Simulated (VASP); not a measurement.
Write the native input for VASP 6.6.1 that does the following.

| Item | Value |
| --- | --- |
| Task | single point |
| Functional | PBEsol |
| Dispersion | D3(BJ) |
| Potentials or basis | VASP PAW PBE potentials, release 64 (C) |
| Cutoff | 520 eV |
| k mesh | 13 × 13 × 13 |
| Occupations | fermi-dirac, width 0.05 eV |
| Spin | no spin polarisation |
| Dipole correction | no |
| Further INCAR settings | ALGO = Normal; EDIFF = 1e-07; NBANDS = 11 |

The structure of C lies in POSCAR:

```
C
1.0
    0.0000000000      1.7833700000      1.7833700000
    1.7833700000      0.0000000000      1.7833700000
    1.7833700000      1.7833700000      0.0000000000
C
2
Direct
    0.7500000000      0.7500000000      0.7500000000
    0.5000000000      0.5000000000      0.5000000000
```

One way to write it, as run:

INCAR

```
SYSTEM = C
ALGO = Normal
EDIFF = 1E-7
ENCUT = 520
GGA = PS
ISIF = 2
ISMEAR = -1
IVDW = 12
LASPH = .TRUE.
LCHARG = .TRUE.
LELF = .TRUE.
LREAL = .FALSE.
LVHAR = .TRUE.
LWAVE = .FALSE.
NBANDS = 11
NELM = 60
PREC = Accurate
SIGMA = 0.05
```

KPOINTS

```
k-points
0
G
  13 13 13
  0 0 0
```

Potentials or basis: VASP PAW PBE potentials, release 64 (C).

Launch:

```sh
$ cat potpaw_PBE.64/C/POTCAR > POTCAR
$ mpirun -np 1 vasp_std > vasp.out
```

Results of the run:

```yaml
Pressure: -7.5 GPa
Band_gap_on_the_k_mesh: 4.01 eV (least direct gap 5.54 eV)
Dispersion_energy_per_atom: -0.130 eV
```

Caveat: three body term missing; the cell stands under tension; the PAW data sets were made with another functional, which shifts forces and pressure a little; an odd mesh through Γ misses points on the zone boundary, where band edges can lie.

Wall time 5.7 s on 1 thread of Intel(R) Xeon(R) Platinum 8559C (Emerald Rapids), on a shared host, peak memory 0.13 GiB.
